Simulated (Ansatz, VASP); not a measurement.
## PtSe2 in VASP and in Ansatz

INCAR

```
ALGO = Normal
EDIFF = 1E-6
ENCUT = 520
GGA = PE
ISIF = 2
ISMEAR = 0
IVDW = 12
LASPH = T
LCHARG = F
LREAL = F
LWAVE = F
NBANDS = 18
NELM = 60
PREC = Accurate
SIGMA = 0.15
```

KPOINTS

```
k-points
0
Gamma
  12 12 8
```

File POSCAR:

```
PtSe2
1.0
    4.3372285822      0.0000000000      0.0000000000
   -2.1686142911      3.0212511949      0.0000000000
    0.0000000000      0.0000000000      4.8219239451
Pt Se
1 2
Direct
    0.0000000000      0.0000000000      0.0000000000
    0.3333333333      0.6666666667      0.2655211092
    0.6666666667      0.3333333333      0.7344788908
```

Input for Ansatz:

```yaml
crystal:
  lattice:
    - [4.3372285822, 0.0, 0.0]
    - [-2.1686142911, 3.0212511949, 0.0]
    - [0.0, 0.0, 4.8219239451]
  atoms:
    - { symbol: Pt, position: [0.0, 0.0, 0.0] }
    - { symbol: Se, position: [0.3333333333, 0.6666666667, 0.2655211092] }
    - { symbol: Se, position: [0.6666666667, 0.3333333333, 0.7344788908] }
basis:
  ecutwfc: 420
kpoints:
  mp_grid: { grid: [12, 12, 8] }
hamiltonian:
  xc: pbe
  pseudopotentials: { kind: paw, azcp: { folder: soft_1 } }
  dispersion: d3bj
scf:
  occupations: { method: gaussian, width: 0.15 }
output:
  forces: true
  stress: true
  eigenvalues: true
```

Change from the starting cell: normal strain along x +0.1500, normal strain along y -0.0750.

Alike in both runs: task single point; functional PBE; dispersion D3(BJ); k mesh 12 × 12 × 8; occupations gaussian, width 0.15 eV; no spin polarisation.

```csv
,VASP,Ansatz
version,VASP 6.6.1,Ansatz 0.2.0
potentials or method,"VASP PAW PBE potentials, release 64 (Pt, Se), cutoff 520 eV","scalar-relativistic, plane waves, PAW"
valence electrons in the cell,22,50
```

```tsv
	VASP	Ansatz	Ansatz less VASP
gap on the k mesh at the Fermi level (eV)	none	none	-
pressure (GPa)	-3.6	-3.5	+0.05
traceless stress, the component that is largest in VASP (GPa)	-15.24	-15.24	+0.003
rms of the force components (eV/Å)	0.379	0.378	-0.0018
```

Atom by atom the forces differ by 0.003 eV/Å (rms over components). A gap of «none» marks a metal or a gap that the smearing closes. VASP's potentials hold 22 valence electrons a cell and Ansatz's 50, so a difference there can come from the potentials and not from the codes.

Spin-orbit coupling is off throughout.
